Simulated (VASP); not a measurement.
# LiCl (Fm-3m) in VASP: further runs

Runs on LiCl. Level: PBEsol. Tasks: single point, relaxation of cell and atoms.

Everything below comes from runs of VASP 6.6.1. Logs are shortened: lines on timing, memory, paths and dates and some standing lists are left out, and cuts for length are marked.

**1. The cell of the first run**

Symmetry: Fm-3m, No. 225, cubic system. Conventional cell: a = 5.063 Å, b = 5.063 Å, c = 5.063 Å, α = 90.00°, β = 90.00°, γ = 90.00°. Li (site symmetry m-3m) has 6 Cl at 2.53 Å within 3.3 Å. Cl (site symmetry m-3m) has 6 Li at 2.53 Å within 3.3 Å.

**2. Single point, PBEsol**

File INCAR:

```
SYSTEM = LiCl
ALGO     = Normal         ! electronic algorithm
EDIFF    = 1E-6           ! SCF threshold, eV
ENCUT    = 520            ! plane-wave cutoff, eV
GGA      = PS             ! functional
ISIF     = 2              ! what is computed and relaxed
ISMEAR   = -1             ! smearing method
LASPH    = .True.         ! aspherical terms in the spheres
LCHARG   = .False.        ! write CHGCAR
LREAL    = .False.        ! projectors in reciprocal space
LWAVE    = .False.        ! write WAVECAR
NBANDS   = 12             ! bands
NELM     = 60             ! most SCF steps
PREC     = Accurate       ! precision mode
SIGMA    = 0.05           ! smearing width, eV
```

File KPOINTS:

```
k-points
0
Gamma
  14 14 14
  0 0 0
```

File POSCAR:

```
LiCl
1.0
    0.0000000000      2.5314060449      2.5314060449
    2.5314060449      0.0000000000      2.5314060449
    2.5314060449      2.5314060449      0.0000000000
Li Cl
1 1
Direct
    0.0000000000      0.0000000000      0.0000000000
    0.5000000000      0.5000000000      0.5000000000
```

Potentials or basis: VASP PAW PBE potentials, release 64 (Li_sv, Cl).

On the command line:

```
$ cat potpaw_PBE.64/Li_sv/POTCAR potpaw_PBE.64/Cl/POTCAR > POTCAR
$ mpirun -np 1 vasp_std > vasp.out
```

OUTCAR:

```text
SYSTEM = LiCl
   EDIFF = 1E-6
   ENCUT = 520
   GGA = PS
   ISIF = 2
   ISMEAR = -1
   LASPH = .True.
   LREAL = .False.
   NELM = 60
   PREC = Accurate

 ion  position               nearest neighbor table
   1  0.000  0.000  0.000-   2 2.53   2 2.53   2 2.53   2 2.53   2 2.53   2 2.53
   2  0.500  0.500  0.500-   1 2.53   1 2.53   1 2.53   1 2.53   1 2.53   1 2.53

  LATTYP: Found a face centered cubic cell.
 ALAT       =     5.0628120898

  Lattice vectors:

 A1 = (   0.0000000000,   2.5314060449,   2.5314060449)
 A2 = (   2.5314060449,   0.0000000000,   2.5314060449)
 A3 = (   2.5314060449,   2.5314060449,   0.0000000000)

Analysis of symmetry for initial positions (statically):
=====================================================================
 Subroutine PRICEL returns:
 Original cell was already a primitive cell.

 Routine SETGRP: Setting up the symmetry group for a
 face centered cubic supercell.

 Subroutine GETGRP returns: Found 48 space group operations
 (whereof 48 operations were pure point group operations)
 out of a pool of 48 trial point group operations.

The static configuration has the point symmetry O_h .

Analysis of symmetry for dynamics (positions and initial velocities):
=====================================================================
 Subroutine PRICEL returns:
 Original cell was already a primitive cell.

 Routine SETGRP: Setting up the symmetry group for a
 face centered cubic supercell.

 Subroutine GETGRP returns: Found 48 space group operations
 (whereof 48 operations were pure point group operations)
 out of a pool of 48 trial point group operations.

The dynamic configuration has the point symmetry O_h .

 Subroutine INISYM returns: Found 48 space group operations
 (whereof 48 operations are pure point group operations),
 and found     1 'primitive' translations

----------------------------------------------------------------------------------------

                                     Primitive cell

  volume of cell :      32.4426

  direct lattice vectors                    reciprocal lattice vectors
     0.000000000  2.531406045  2.531406045    -0.197518688  0.197518688  0.197518688
     2.531406045  0.000000000  2.531406045     0.197518688 -0.197518688  0.197518688
     2.531406045  2.531406045  0.000000000     0.197518688  0.197518688 -0.197518688

  length of vectors
     3.579948761  3.579948761  3.579948761     0.342112403  0.342112403  0.342112403

  position of ions in fractional coordinates (direct lattice)
     0.000000000  0.000000000  0.000000000
     0.500000000  0.500000000  0.500000000

  ion indices of the primitive-cell ions
   primitive index   ion index
                 1           1
                 2           2

----------------------------------------------------------------------------------------

 KPOINTS: k-points

Automatic generation of k-mesh.
 Grid dimensions read from file:
 generate k-points for:   14   14   14

 Generating k-lattice:

  Cartesian coordinates                     Fractional coordinates (reciprocal lattice)
    -0.014108478  0.014108478  0.014108478     0.071428571  0.000000000  0.000000000
     0.014108478 -0.014108478  0.014108478     0.000000000  0.071428571  0.000000000
     0.014108478  0.014108478 -0.014108478     0.000000000  0.000000000  0.071428571

  Length of vectors
     0.024436600  0.024436600  0.024436600

  Shift w.r.t. Gamma in fractional coordinates (k-lattice)
     0.000000000  0.000000000  0.000000000

 Subroutine IBZKPT returns following result:
 ===========================================

 Found    104 irreducible k-points:

 Following reciprocal coordinates:
            Coordinates               Weight
  0.000000  0.000000  0.000000      1.000000
  0.071429  0.000000  0.000000      8.000000
  0.142857  0.000000  0.000000      8.000000
  0.214286  0.000000  0.000000      8.000000
  0.285714  0.000000  0.000000      8.000000
  0.357143  0.000000  0.000000      8.000000
[... 16 lines left out ...]
  0.214286  0.142857  0.000000     24.000000
  0.285714  0.142857  0.000000     24.000000
 [... further k-points ...]
   k-points           NKPTS =    104   k-points in BZ     NKDIM =    104   number of bands    NBANDS=     12
   number of dos      NEDOS =    301   number of ions     NIONS =      2
   total plane-waves  NPLWV =  21952
   dimension x,y,z NGX =    28 NGY =   28 NGZ =   28
   dimension x,y,z NGXF=    56 NGYF=   56 NGZF=   56
   ions per type =               1   1
   NGX,Y,Z   is equivalent  to a cutoff of  13.00, 13.00, 13.00 a.u.
   NGXF,Y,Z  is equivalent  to a cutoff of  26.01, 26.01, 26.01 a.u.
 SYSTEM =  LiCl
   PREC   = accura    normal or accurate (medium, high low for compatibility)
   ISTART =      0    job   : 0-new  1-cont  2-samecut
   ICHARG =      2    charge: 1-file 2-atom 10-const
   ISPIN  =      1    spin polarized calculation?
   LNONCOLLINEAR =      F non collinear calculations
   LSORBIT =      F    spin-orbit coupling
   LASPH  =      T    aspherical Exc in radial PAW
   ENCUT  =  520.0 eV  38.22 Ry    6.18 a.u.   6.66  6.66  6.66*2*pi/ulx,y,z
   NELM   =     60;   NELMIN=  2; NELMDL= -5     # of ELM steps
   EDIFF  = 0.1E-05   stopping-criterion for ELM
   LREAL  =      F    real-space projection
   EDIFFG = 0.1E-04   stopping-criterion for IOM
   NSW    =      0    number of steps for IOM
   IBRION =     -1    ionic relax: 0-MD 1-quasi-New 2-CG
   NFREE  =      0    steps in history (QN), initial steepest desc. (CG)
   ISIF   =      2    stress and relaxation
   ISYM   =      2    0-nonsym 1-usesym 2-fastsym
   POTIM  = 0.5000    time-step for ionic-motion
   TEBEG  =    0.0;   TEEND  =   0.0 temperature during run
   PSTRESS=    0.0 pullay stress
   NELECT =      10.0000    total number of electrons
   NUPDOWN=      -1.0000    fix difference up-down
   EMIN   =  10.00;   EMAX   =-10.00  energy-range for DOS
   EFERMI =   0.00;   METHOD = LEGACY
   ISMEAR =    -1;   SIGMA  =   0.05  broadening in eV -4-tet -1-fermi 0-gaus
   EFERMI_NEDOS =   21; number of points for ismear=-14 and -15
   IALGO  =     38    algorithm
   IMIX   =      4    mixing-type and parameters
     AMIX     =   0.40;   BMIX     =  1.00
     AMIX_MAG =   1.60;   BMIX_MAG =  1.00
  volume/ion in A,a.u.               =      16.22       109.47
  Fermi-wavevector in a.u.,A,eV,Ry     =   1.105867  2.089786 16.639143  1.222943
  Thomas-Fermi vector in A             =   2.242360
   LORBIT       =      0    0 simple, 1 ext, 2 COOP (PROOUT), +10 PAW based schemes
   GGA     = PS    functional components
   LHFCALC =     F    Hartree Fock is set to
   AEXX    =    0.0000 exact exchange contribution
   IVDW    =     0    specifies the selected vdW correction
   LEPSILON=     F    determine dielectric tensor
   LRPA    =     F    only Hartree local field effects (RPA)
 non-spin polarized calculation
  energy-cutoff  :      520.00
  volume of cell :       32.44
 maximum number of plane-waves:       895
   NGX = 13   NGY = 13   NGZ = 13

 number of electron      10.0000000 magnetization

 number of electron       9.9999996 magnetization

 Free energy of the ion-electron system (eV)
  ---------------------------------------------------
  ext. energy  EPLUGINS =         0.00000000
  ---------------------------------------------------
  free energy    TOTEN  =        -7.63915754 eV

  energy without entropy =       -7.63915754  energy(sigma->0) =       -7.63915754

 E-fermi :   2.0333     XC(G=0):  -9.0824

 val. band max:        0.8407578602   @ k =  -0.0714   0.0714   0.0000
 cond. band min:       7.2019443312   @ k =   0.0000   0.0000   0.0000
 fundamental gap:      6.3611864710
 Fermi energy:         2.0332767421

 k-point     1 :       0.0000    0.0000    0.0000
  band No.  band energies     occupation
      1     -41.9144      2.00000
      2     -12.6996      2.00000
      3       0.8370      2.00000
      4       0.8370      2.00000
      5       0.8370      2.00000
      6       7.2019      0.00000
      7      12.6799      0.00000
      8      12.6799      0.00000
      9      12.6799      0.00000
     10      15.4802      0.00000
     11      15.4802      0.00000
     12      15.5291      0.00000

 k-point     2 :       0.0714    0.0000    0.0000
  band No.  band energies     occupation
      1     -41.9142      2.00000
      2     -12.6717      2.00000
      3       0.6342      2.00000
      4       0.8215      2.00000
      5       0.8215      2.00000
      6       7.3822      0.00000
      7      12.3214      0.00000
      8      12.7177      0.00000
      9      12.7177      0.00000
     10      14.3748      0.00000
     11      14.3748      0.00000
     12      15.6911      0.00000

 k-point     3 :       0.1429    0.0000    0.0000
  band No.  band energies     occupation
      1     -41.9137      2.00000
      2     -12.5918      2.00000
      3       0.1175      2.00000
      4       0.7792      2.00000
      5       0.7792      2.00000
      6       7.7704      0.00000
      7      11.7767      0.00000
      8      12.4989      0.00000
      9      12.4989      0.00000
     10      13.9341      0.00000
     11      13.9341      0.00000
     12      16.0060      0.00000
[... 286 lines left out ...]
 k-point    23 :       0.2143    0.1429    0.0000
  band No.  band energies     occupation
      1     -41.9129      2.00000
      2     -12.4626      2.00000
      3      -0.2594      2.00000
      4       0.4694      2.00000
      5       0.5093      2.00000
      6       8.5880      0.00000
      7      10.9777      0.00000
      8      11.2970      0.00000
      9      12.7996      0.00000
     10      13.2015      0.00000
     11      15.8077      0.00000
     12      17.1722      0.00000

 k-point    24 :       0.2857    0.1429    0.0000
  band No.  band energies     occupation
      1     -41.9121      2.00000
      2     -12.3390      2.00000
      3      -0.8311      2.00000
      4       0.3791      2.00000
      5       0.4202      2.00000
      6       8.8206      0.00000
      7      10.7169      0.00000
      8      10.9634      0.00000
      9      12.3671      0.00000
     10      13.8870      0.00000
     11      16.2517      0.00000
     12      17.5940      0.00000

 [... further k-points ...]
[... 5 lines left out ...]
  --------------------------------------------------------------------------------------
  -------------------------------------------------------------------------------------
  Total       -0.0087121     -0.0087121     -0.0087121      0.0000000      0.0000000      0.0000000
  in kB       -0.4302459     -0.4302459     -0.4302459      0.0000000      0.0000000      0.0000000
  external PRESSURE =      -0.4302459 kB  Pullay stress =       0.0000000 kB

 VOLUME and BASIS-vectors are now :
 -----------------------------------------------------------------------------
  energy-cutoff  :      520.00
  volume of cell :       32.44
      direct lattice vectors                 reciprocal lattice vectors
     0.000000000  2.531406045  2.531406045    -0.197518688  0.197518688  0.197518688
     2.531406045  0.000000000  2.531406045     0.197518688 -0.197518688  0.197518688
     2.531406045  2.531406045  0.000000000     0.197518688  0.197518688 -0.197518688

 POSITION                                       TOTAL-FORCE (eV/Angst)
 -----------------------------------------------------------------------------------
      0.00000      0.00000      0.00000        -0.000000      0.000000      0.000000
      2.53141      2.53141      2.53141         0.000000     -0.000000     -0.000000
 -----------------------------------------------------------------------------------
    total drift:                                0.000000      0.000000      0.000000

  FREE ENERGIE OF THE ION-ELECTRON SYSTEM (eV)
  ---------------------------------------------------
  free  energy   TOTEN  =        -7.6391575424 eV

  energy  without entropy=       -7.6391575424  energy(sigma->0) =       -7.63915754
```

Run time: 38 s. Hardware: 1 thread of Intel Xeon Platinum 8488C (Sapphire Rapids), shared host; peak memory 0.17 GiB.

What came out:

- Free energy: -7.6392 eV
- Band gap on the k mesh: 6.36 eV, indirect (the least direct gap lies 3.8 meV higher)

Levels at points of the mesh, in eV from the valence-band top:
```
           k point  band 1  band 2  band 3  band 4  band 5  band 6  band 7  band 8  band 9  band 10
(0.00, 0.00, 0.00)  -42.76  -13.54    0.00    0.00    0.00    6.36   11.84   11.84   11.84    14.64
(0.50, 0.00, 0.00)  -42.75  -12.90   -3.04   -0.28   -0.28    6.60    9.40    9.40   13.23    16.96
(0.50, 0.50, 0.00)  -42.75  -12.62   -3.15   -1.20   -1.20    7.85    8.02   12.60   14.29    14.29
```

Caveat: the cutoff is under 1.25 times the usual one of these potentials, so pressure, stress and relaxed cells hold a basis-set (Pulay) error; the PAW data sets were made with another functional, which shifts forces and pressure a little. Expect the measured gap to be larger: semilocal functionals such as PBEsol lack the derivative discontinuity.

**3. Relaxation of cell and atoms, PBEsol**

This run uses another cell than the first one, of 16.87 Å³/atom, 1.040 times its volume.

File INCAR:

```
PREC = Accurate ; ENCUT = 600
EDIFF = 1E-6 ; ISMEAR = -1
SIGMA = 0.05 ; LREAL = F
LASPH = T ; NELM = 100
ALGO = Normal ; ISIF = 3
LWAVE = F ; LCHARG = F
GGA = PS ; IBRION = 2
NSW = 100 ; EDIFFG = -0.002
```

File KPOINTS:

```
regular mesh
0
Gamma
  14 14 14
```

File POSCAR:

```
LiCl
1.0
    0.0000000000      2.5647700000      2.5647700000
    2.5647700000      0.0000000000      2.5647700000
    2.5647700000      2.5647700000      0.0000000000
Li Cl
1 1
Direct
    0.0000000000      0.0000000000      0.0000000000
    0.5000000000      0.5000000000      0.5000000000
```

Potentials or basis: VASP PAW PBE potentials, release 64 (Li_sv, Cl).

On the command line:

```
$ cat potpaw_PBE.64/Li_sv/POTCAR potpaw_PBE.64/Cl/POTCAR > POTCAR
$ mpirun -np 1 vasp_std > vasp.out
```

OUTCAR:

```text
PREC = Accurate
   ENCUT = 600
   EDIFF = 1E-6
   ISMEAR = -1
   LREAL = F
   LASPH = T
   NELM = 100
   ISIF = 3
   GGA = PS
   IBRION = 2
   NSW = 100
   EDIFFG = -0.002

 ion  position               nearest neighbor table
   1  0.000  0.000  0.000-   2 2.56   2 2.56   2 2.56   2 2.56   2 2.56   2 2.56
   2  0.500  0.500  0.500-   1 2.56   1 2.56   1 2.56   1 2.56   1 2.56   1 2.56

  LATTYP: Found a face centered cubic cell.
 ALAT       =     5.1295400000

  Lattice vectors:

 A1 = (   0.0000000000,   2.5647700000,   2.5647700000)
 A2 = (   2.5647700000,   0.0000000000,   2.5647700000)
 A3 = (   2.5647700000,   2.5647700000,   0.0000000000)

Analysis of symmetry for initial positions (statically):
=====================================================================
 Subroutine PRICEL returns:
 Original cell was already a primitive cell.

 Routine SETGRP: Setting up the symmetry group for a
[... 397 lines left out ...]
 val. band max:        0.8518753588   @ k =  -0.0714   0.0714   0.0000
 cond. band min:       7.2203146292   @ k =   0.0000   0.0000   0.0000
 fundamental gap:      6.3684392704
 Fermi energy:         1.8982922984

 k-point     1 :       0.0000    0.0000    0.0000
  band No.  band energies     occupation
      1     -41.8981      2.00000
      2     -12.6943      2.00000
      3       0.8481      2.00000
      4       0.8481      2.00000
      5       0.8481      2.00000
      6       7.2203      0.00000
      7      12.6919      0.00000
      8      12.6919      0.00000
      9      12.6919      0.00000
[... 265 lines left out ...]
 k-point    24 :       0.2857    0.1429    0.0000
  band No.  band energies     occupation
      1     -41.8958      2.00000
      2     -12.3324      2.00000
      3      -0.8236      2.00000
      4       0.3890      2.00000
      5       0.4301      2.00000
      6       8.8385      0.00000
      7      10.7287      0.00000
      8      10.9768      0.00000
      9      12.3815      0.00000

 [... further k-points ...]
[... 5 lines left out ...]
  --------------------------------------------------------------------------------------
  -------------------------------------------------------------------------------------
  Total        0.0031151      0.0031151      0.0031151     -0.0000000      0.0000000      0.0000000
  in kB        0.1540664      0.1540664      0.1540664     -0.0000000      0.0000000      0.0000000
  external PRESSURE =       0.1540664 kB  Pullay stress =       0.0000000 kB
[... 17 lines left out ...]
  FREE ENERGIE OF THE ION-ELECTRON SYSTEM (eV)
  ---------------------------------------------------
  free  energy   TOTEN  =        -7.6402984041 eV

  energy  without entropy=       -7.6402984040  energy(sigma->0) =       -7.64029840

 reached required accuracy - stopping structural energy minimisation
```

CONTCAR:

```text
LiCl
   1.00000000000000
     0.0000000000000000    2.5301569514080975    2.5301569514080975
     2.5301569514080975    0.0000000000000000    2.5301569514080975
     2.5301569514080975    2.5301569514080975   -0.0000000000000000
  Li              Cl
     1     1
Direct
     1.0000000000000000    1.0000000000000000    0.0000000000000000
     0.5000000000000000    0.5000000000000000    0.5000000000000000

  0.00000000E+00  0.00000000E+00  0.00000000E+00
  0.00000000E+00  0.00000000E+00  0.00000000E+00
```

It took 3 min on 1 thread of Intel Xeon Platinum 8488C (Sapphire Rapids), shared host; peak memory 0.19 GiB.

Results:

```yaml
Free_energy: -7.6403 eV
Relaxed_volume: 16.20 Å³/atom
Relaxed_cell: a = 3.578 Å, b = 3.578 Å, c = 3.578 Å, α = 60.00°, β = 60.00°, γ = 60.00°
Space_group_after_relaxing_to_0.05_Å: Fm-3m (No. 225)
Energy_gained_by_relaxing: 2.8 meV/atom
Ionic_steps: 7
Pressure_after_relaxing: 0.0 GPa
Band_gap_on_the_k_mesh: 6.37 eV, indirect (the least direct gap lies 3.8 meV higher)
```

The path:
```
step  energy change (eV)  largest force (eV/Å)  pressure (GPa)  volume (Å³)
   1              0.0000                0.0000           -1.30        33.74
   2             -0.0042                0.0000           -0.68        33.08
   3             -0.0056                0.0000           -0.12        32.52
   4             -0.0057                0.0000           -0.04        32.41
   5             -0.0056                0.0000            0.04        32.35
   6             -0.0057                0.0000            0.03        32.38
   7             -0.0057                0.0000            0.02        32.39
```

Final structure:
```
Li Cl
1.0
     0.00000    2.53016    2.53016
     2.53016    0.00000    2.53016
     2.53016    2.53016    0.00000
Li Cl
1 1
Direct
  0.00000 0.00000 0.00000
  0.50000 0.50000 0.50000
```

Levels at points of the mesh, in eV from the valence-band top:
```tsv
k point	band 3	band 4	band 5	band 6	band 7	band 8
(0.00, 0.00, 0.00)	0.00	0.00	0.00	6.37	11.84	11.84
(0.50, 0.00, 0.00)	-3.05	-0.28	-0.28	6.60	9.40	9.40
(0.50, 0.50, 0.00)	-3.16	-1.21	-1.21	7.85	8.02	12.62
```

Caveat: the cutoff is under 1.25 times the usual one of these potentials, so pressure, stress and relaxed cells hold a basis-set (Pulay) error; the PAW data sets were made with another functional, which shifts forces and pressure a little. A k mesh can miss the band edges.
